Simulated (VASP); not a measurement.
# Sc2Cd (Fd-3m) in VASP: a series of runs, part 3 of 3

VASP 6.6.1.

### Step 4. Single point, PBE

This run uses another cell than the first one, of 24.09 Å³/atom.

The input, INCAR:

```
SYSTEM = Sc2Cd
  PREC = Accurate
  ENCUT = 520
  EDIFF = 1E-6
  ISMEAR = 0
  SIGMA = 0.1
  LREAL = .FALSE.
  LASPH = .TRUE.
  NELM = 80
  ALGO = Fast
  ISIF = 2
  LWAVE = .FALSE.
  LCHARG = .FALSE.
  GGA = PE
  NBANDS = 43
```

The input, KPOINTS:

```
regular mesh
0
G
  8 8 8
  0 0 0
```

The input, POSCAR:

```
Sc2Cd
1.0
    0.0000000000      4.1651907417      4.1651907417
    4.1651907417      0.0000000000      4.1651907417
    4.1651907417      4.1651907417      0.0000000000
Sc Cd
4 2
Direct
    0.1250000000      0.1250000000      0.1250000000
    0.6250000000      0.1250000000      0.1250000000
    0.1250000000      0.1250000000      0.6250000000
    0.1250000000      0.6250000000      0.1250000000
    0.5000000000      0.5000000000      0.5000000000
    0.7500000000      0.7500000000      0.7500000000
```

Potentials or basis: VASP PAW PBE potentials, release 64 (Sc_sv, Cd).

Started as:

```
> cat potpaw_PBE.64/Sc_sv/POTCAR potpaw_PBE.64/Cd/POTCAR > POTCAR
> mpirun -np 1 vasp_std > vasp.out
```

OUTCAR:

```text
SYSTEM = Sc2Cd
   PREC = Accurate
   ENCUT = 520
   EDIFF = 1E-6
   ISMEAR = 0
   LREAL = .FALSE.
   LASPH = .TRUE.
   NELM = 80
   ISIF = 2
   GGA = PE

 ion  position               nearest neighbor table
   1  0.125  0.125  0.125-   2 2.95   3 2.95   4 2.95   3 2.95   4 2.95   2 2.95   6 3.45   5 3.45
                             6 3.45   5 3.45   6 3.45   5 3.45
   2  0.625  0.125  0.125-   1 2.95   3 2.95   4 2.95   1 2.95   3 2.95   4 2.95   6 3.45   5 3.45
                             5 3.45   6 3.45   5 3.45   6 3.45
   3  0.125  0.125  0.625-   1 2.95   1 2.95   2 2.95   4 2.95   4 2.95   2 2.95   6 3.45   5 3.45
                             6 3.45   5 3.45   6 3.45   5 3.45
   4  0.125  0.625  0.125-   1 2.95   3 2.95   1 2.95   2 2.95   3 2.95   2 2.95   6 3.45   5 3.45
                             6 3.45   5 3.45   6 3.45   5 3.45
   5  0.500  0.500  0.500-   1 3.45   1 3.45   1 3.45   2 3.45   3 3.45   4 3.45   4 3.45   2 3.45
                             4 3.45   3 3.45   2 3.45   3 3.45   6 3.61   6 3.61   6 3.61   6 3.61
   6  0.750  0.750  0.750-   2 3.45   3 3.45   4 3.45   1 3.45   1 3.45   1 3.45   2 3.45   2 3.45
                             3 3.45   4 3.45   3 3.45   4 3.45   5 3.61   5 3.61   5 3.61   5 3.61

  LATTYP: Found a face centered cubic cell.
 ALAT       =     8.3303814834

  Lattice vectors:

 A1 = (   0.0000000000,   4.1651907417,   4.1651907417)
 A2 = (   4.1651907417,   0.0000000000,   4.1651907417)
 A3 = (   4.1651907417,   4.1651907417,   0.0000000000)

Analysis of symmetry for initial positions (statically):
=====================================================================
 Subroutine PRICEL returns:
 Original cell was already a primitive cell.

 Routine SETGRP: Setting up the symmetry group for a
 face centered cubic supercell.

 Subroutine GETGRP returns: Found 48 space group operations
 (whereof 24 operations were pure point group operations)
 out of a pool of 48 trial point group operations.

The static configuration has the point symmetry T_d .
 The point group associated with its full space group is O_h .

Analysis of symmetry for dynamics (positions and initial velocities):
=====================================================================
 Subroutine PRICEL returns:
 Original cell was already a primitive cell.

 Routine SETGRP: Setting up the symmetry group for a
 face centered cubic supercell.

 Subroutine GETGRP returns: Found 48 space group operations
 (whereof 24 operations were pure point group operations)
 out of a pool of 48 trial point group operations.

The dynamic configuration has the point symmetry T_d .
 The point group associated with its full space group is O_h .

 Subroutine INISYM returns: Found 48 space group operations
 (whereof 24 operations are pure point group operations),
 and found     1 'primitive' translations

----------------------------------------------------------------------------------------

                                     Primitive cell

  volume of cell :     144.5222

  direct lattice vectors                    reciprocal lattice vectors
     0.000000000  4.165190742  4.165190742    -0.120042522  0.120042522  0.120042522
     4.165190742  0.000000000  4.165190742     0.120042522 -0.120042522  0.120042522
     4.165190742  4.165190742  0.000000000     0.120042522  0.120042522 -0.120042522

  length of vectors
     5.890469237  5.890469237  5.890469237     0.207919747  0.207919747  0.207919747

  position of ions in fractional coordinates (direct lattice)
[... 46 lines left out ...]
  0.250000  0.000000  0.000000      8.000000
  0.375000  0.000000  0.000000      8.000000
  0.500000  0.000000  0.000000      4.000000
  0.125000  0.125000  0.000000      6.000000
[... 16 lines left out ...]
  0.500000  0.250000  0.125000     48.000000
 -0.375000  0.250000  0.125000     24.000000
 [... further k-points ...]
   k-points           NKPTS =     29   k-points in BZ     NKDIM =     29   number of bands    NBANDS=     43
   number of dos      NEDOS =    301   number of ions     NIONS =      6
   total plane-waves  NPLWV = 110592
   dimension x,y,z NGX =    48 NGY =   48 NGZ =   48
   dimension x,y,z NGXF=    96 NGYF=   96 NGZF=   96
   ions per type =               4   2
   NGX,Y,Z   is equivalent  to a cutoff of  13.55, 13.55, 13.55 a.u.
   NGXF,Y,Z  is equivalent  to a cutoff of  27.09, 27.09, 27.09 a.u.
 SYSTEM =  Sc2Cd
   PREC   = accura    normal or accurate (medium, high low for compatibility)
   ISTART =      0    job   : 0-new  1-cont  2-samecut
   ICHARG =      2    charge: 1-file 2-atom 10-const
   ISPIN  =      1    spin polarized calculation?
   LNONCOLLINEAR =      F non collinear calculations
   LSORBIT =      F    spin-orbit coupling
   LASPH  =      T    aspherical Exc in radial PAW
   ENCUT  =  520.0 eV  38.22 Ry    6.18 a.u.  10.95 10.95 10.95*2*pi/ulx,y,z
   NELM   =     80;   NELMIN=  2; NELMDL= -5     # of ELM steps
   EDIFF  = 0.1E-05   stopping-criterion for ELM
   LREAL  =      F    real-space projection
   EDIFFG = 0.1E-04   stopping-criterion for IOM
   NSW    =      0    number of steps for IOM
   IBRION =     -1    ionic relax: 0-MD 1-quasi-New 2-CG
   NFREE  =      0    steps in history (QN), initial steepest desc. (CG)
   ISIF   =      2    stress and relaxation
   ISYM   =      2    0-nonsym 1-usesym 2-fastsym
   POTIM  = 0.5000    time-step for ionic-motion
   TEBEG  =    0.0;   TEEND  =   0.0 temperature during run
   PSTRESS=    0.0 pullay stress
   NELECT =      68.0000    total number of electrons
   NUPDOWN=      -1.0000    fix difference up-down
   EMIN   =  10.00;   EMAX   =-10.00  energy-range for DOS
   EFERMI =   0.00;   METHOD = LEGACY
   ISMEAR =     0;   SIGMA  =   0.10  broadening in eV -4-tet -1-fermi 0-gaus
   EFERMI_NEDOS =   21; number of points for ismear=-14 and -15
   IALGO  =     68    algorithm
   IMIX   =      4    mixing-type and parameters
     AMIX     =   0.40;   BMIX     =  1.00
     AMIX_MAG =   1.60;   BMIX_MAG =  1.00
  volume/ion in A,a.u.               =      24.09       162.55
  Fermi-wavevector in a.u.,A,eV,Ry     =   1.273306  2.406200 22.059249  1.621309
  Thomas-Fermi vector in A             =   2.406137
   LORBIT       =      0    0 simple, 1 ext, 2 COOP (PROOUT), +10 PAW based schemes
   GGA     = PE    functional components
   LHFCALC =     F    Hartree Fock is set to
   AEXX    =    0.0000 exact exchange contribution
   IVDW    =     0    specifies the selected vdW correction
   LEPSILON=     F    determine dielectric tensor
   LRPA    =     F    only Hartree local field effects (RPA)
 non-spin polarized calculation
 RMM-DIIS sequential band-by-band and
 Gauss-broadening in eV      SIGMA  =   0.10
  energy-cutoff  :      520.00
  volume of cell :      144.52
 maximum number of plane-waves:      3924
 NGX is ok and might be reduce to    48
   NGX = 21   NGY = 21   NGZ = 21

 number of electron      67.9999999 magnetization

 Free energy of the ion-electron system (eV)
  ---------------------------------------------------
  ext. energy  EPLUGINS =         0.00000000
  ---------------------------------------------------
  free energy    TOTEN  =       -25.38574978 eV

  energy without entropy =      -25.35661987  energy(sigma->0) =      -25.37118482

 E-fermi :   3.3101     XC(G=0): -10.0845

 val. band max:        3.3082600401   @ k =   0.5000   0.3750   0.0000
 cond. band min:       3.3116724892   @ k =   0.2500   0.2500   0.0000
 fundamental gap:      0.0034124491
 Fermi energy:         3.3101208515

 k-point     1 :       0.0000    0.0000    0.0000
  band No.  band energies     occupation
      1     -46.2486      2.00000
      2     -46.1152      2.00000
      3     -46.1152      2.00000
      4     -46.1152      2.00000
      5     -25.3017      2.00000
      6     -25.0623      2.00000
[... 1093 lines left out ...]
     42       5.0799      0.00000
     43       5.6411      0.00000

 [... further k-points ...]
[... 5 lines left out ...]
  --------------------------------------------------------------------------------------
  -------------------------------------------------------------------------------------
  Total        0.0652314      0.0652314      0.0652314      0.0000000      0.0000000     -0.0000000
  in kB        0.7231571      0.7231571      0.7231571      0.0000000      0.0000000     -0.0000000
  external PRESSURE =       0.7231571 kB  Pullay stress =       0.0000000 kB

 VOLUME and BASIS-vectors are now :
 -----------------------------------------------------------------------------
  energy-cutoff  :      520.00
  volume of cell :      144.52
      direct lattice vectors                 reciprocal lattice vectors
     0.000000000  4.165190742  4.165190742    -0.120042522  0.120042522  0.120042522
     4.165190742  0.000000000  4.165190742     0.120042522 -0.120042522  0.120042522
     4.165190742  4.165190742  0.000000000     0.120042522  0.120042522 -0.120042522

 POSITION                                       TOTAL-FORCE (eV/Angst)
 -----------------------------------------------------------------------------------
      1.04130      1.04130      1.04130        -0.000000      0.000000     -0.000000
      1.04130      3.12389      3.12389        -0.000000      0.000000     -0.000000
      3.12389      3.12389      1.04130        -0.000000      0.000000     -0.000000
      3.12389      1.04130      3.12389        -0.000000      0.000000     -0.000000
      4.16519      4.16519      4.16519         0.000000     -0.000000      0.000000
      6.24779      6.24779      6.24779         0.000000     -0.000000     -0.000000
 -----------------------------------------------------------------------------------
    total drift:                                0.000000      0.000000      0.000000

  FREE ENERGIE OF THE ION-ELECTRON SYSTEM (eV)
  ---------------------------------------------------
  free  energy   TOTEN  =       -25.3857497767 eV

  energy  without entropy=      -25.3566198654  energy(sigma->0) =      -25.37118482
```

It took 3.4 min on 1 thread of Intel Xeon 6975P-C (Granite Rapids), shared host; peak memory 0.4 GiB.

What came out:

- Free energy: -25.3857 eV
- Pressure: 0.1 GPa
- Band gap on the k mesh: zero (bands 34 and 35 overlap by 0.42 eV)

### Step 5. Relaxation of cell and atoms, PBE

The input, INCAR:

```
ALGO = Normal ; EDIFF = 1E-7
EDIFFG = -0.04 ; ENCUT = 600
GGA = PE ; IBRION = 2
ISIF = 3 ; ISMEAR = 0
LASPH = T ; LCHARG = F
LREAL = F ; LWAVE = F
NELM = 80 ; NSW = 90
PREC = Accurate ; SIGMA = 0.1
```

The input, KPOINTS:

```
k-points
0
Gamma
  4 4 4
```

The input, POSCAR:

```
Sc2Cd
1.0
    0.0000000000      3.9794563447      3.9794563447
    3.9794563447      0.0000000000      3.9794563447
    3.9794563447      3.9794563447      0.0000000000
Sc Cd
4 2
Direct
    0.6250000000      0.6250000000      0.6250000000
    0.1250000000      0.6250000000      0.6250000000
    0.6250000000      0.6250000000      0.1250000000
    0.6250000000      0.1250000000      0.6250000000
    0.0000000000      0.0000000000      0.0000000000
    0.2500000000      0.2500000000      0.2500000000
```

Started as:

```
> cat potpaw_PBE.64/Sc_sv/POTCAR potpaw_PBE.64/Cd/POTCAR > POTCAR
> mpirun -np 1 vasp_std > vasp.out
```

Run time: 70 s. Hardware: 1 thread of Intel Xeon 6975P-C (Granite Rapids), shared host; peak memory 0.35 GiB.

Results (log left out):

| Property | Result |
| --- | --- |
| Free energy | -25.3867 eV |
| Relaxed volume | 24.08 Å³/atom |
| Relaxed cell | a = 5.890 Å, b = 5.890 Å, c = 5.890 Å, α = 60.00°, β = 60.00°, γ = 60.00° |
| Space group after relaxing (to 0.1 Å) | Fd-3m (No. 227) |
| Energy gained by relaxing | 62.6 meV/atom |
| Ionic steps | 2 |
| Pressure after relaxing | -0.1 GPa |
| Band gap on the k mesh | zero (bands 34 and 35 overlap by 0.41 eV) |

The path:
| step | energy change (eV) | largest force (eV/Å) | pressure (GPa) | volume (Å³) |
| --- | --- | --- | --- | --- |
| 1 | 0.0000 | 0.0000 | 7.36 | 126.04 |
| 2 | -0.3754 | 0.0000 | -0.07 | 144.48 |

Final structure:
```xyz
6
Lattice="0.0000 4.1648 4.1648 4.1648 0.0000 4.1648 4.1648 4.1648 0.0000" Properties=species:S:1:pos:R:3 pbc="T T T"
Sc    5.2060    5.2060    5.2060
Sc    5.2060    3.1236    3.1236
Sc    3.1236    3.1236    5.2060
Sc    3.1236    5.2060    3.1236
Cd    0.0000    0.0000    0.0000
Cd    2.0824    2.0824    2.0824
```

Levels at points of the mesh, in eV from the Fermi level:
| k point | band 32 | band 33 | band 34 | band 35 | band 36 | band 37 |
| --- | --- | --- | --- | --- | --- | --- |
| (0.00, 0.00, 0.00) | -0.78 | -0.78 | -0.78 | -0.32 | 0.37 | 0.37 |
| (0.50, 0.00, 0.00) | -0.80 | -0.59 | -0.59 | 0.08 | 0.24 | 0.24 |
| (0.50, 0.50, 0.00) | -1.67 | -0.06 | -0.06 | 0.15 | 0.15 | 0.61 |

### Step 6. Overview

```tsv
task	cell	k mesh	cutoff (eV)	gap on the mesh (eV)	pressure (GPa)
single point	a = 5.628 Å, angles 60.0°, 6 atoms	4 × 4 × 4	520	none	7.4
single point	a = 5.902 Å, angles 60.0°, 6 atoms	4 × 4 × 4	520	none	-0.3
single point	a = 5.890 Å, angles 60.0°, 6 atoms	8 × 8 × 8	520	none	0.1
relaxation of cell and atoms	relaxed from a = 5.628 Å, angles 60.0°, 6 atoms	4 × 4 × 4	600	none	-0.1
```

Alike in all rows: level PBE; potentials or basis VASP PAW PBE potentials, release 64 (Sc_sv, Cd); no spin polarisation; smearing gaussian 0.1 eV.

Caveats: the cell stands under pressure (at least some runs).

Total energies depend on the potentials used, so only differences within one code and one set of settings carry meaning.

The gap in the log of VASP goes by the Fermi energy; the results here count the filled bands.